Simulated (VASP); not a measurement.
## Au3C: single point with PBE

Slab: Au3C, a slab with vacuum.

```
Au C
1.0
     2.94020    0.00000    0.00000
    -1.47010    2.54629    0.00000
     0.00000    0.00000   21.89749
Au C
3 1
Direct
  0.66667 0.33333 0.18267
  0.33333 0.66667 0.29452
  0.00000 0.00000 0.40632
  0.88889 0.11111 0.49355
```

```
Program                : VASP 6.6.1
Task                   : single point
Functional             : PBE
Potentials or basis    : VASP PAW PBE potentials, release 64 (Au, C)
Cutoff                 : 520 eV
k mesh                 : 9 × 9 × 1
Occupations            : gaussian, width 0.1 eV
Spin                   : no spin polarisation
Dipole correction      : yes
Further INCAR settings : ALGO = Normal; EDIFF = 1e-07; NBANDS = 26
```

The largest force is 0.397 eV/Å.

Forces on the atoms (eV/Å):
```
Au  -0.004  0.003  0.085
Au  -0.002  0.001 -0.096
Au  -0.320  0.185  0.136
C    0.326 -0.188 -0.125
```

Levels at points of the mesh, in eV from the Fermi level:
```tsv
k point	band 15	band 16	band 17	band 18	band 19	band 20	band 21	band 22	band 23	band 24
(0.00, 0.00, 0.00)	-2.73	-2.69	-2.16	-1.96	-1.95	-0.11	2.34	2.50	4.53	5.45
```

Wall time 2.8 min on 1 thread of Intel(R) Xeon(R) Platinum 8259CL CPU @ 2.50GHz (Skylake/Cascade Lake), with other jobs on the host, peak memory 0.34 GiB.

Caveat: spin-orbit coupling is left out, which moves the levels of the heavy elements.
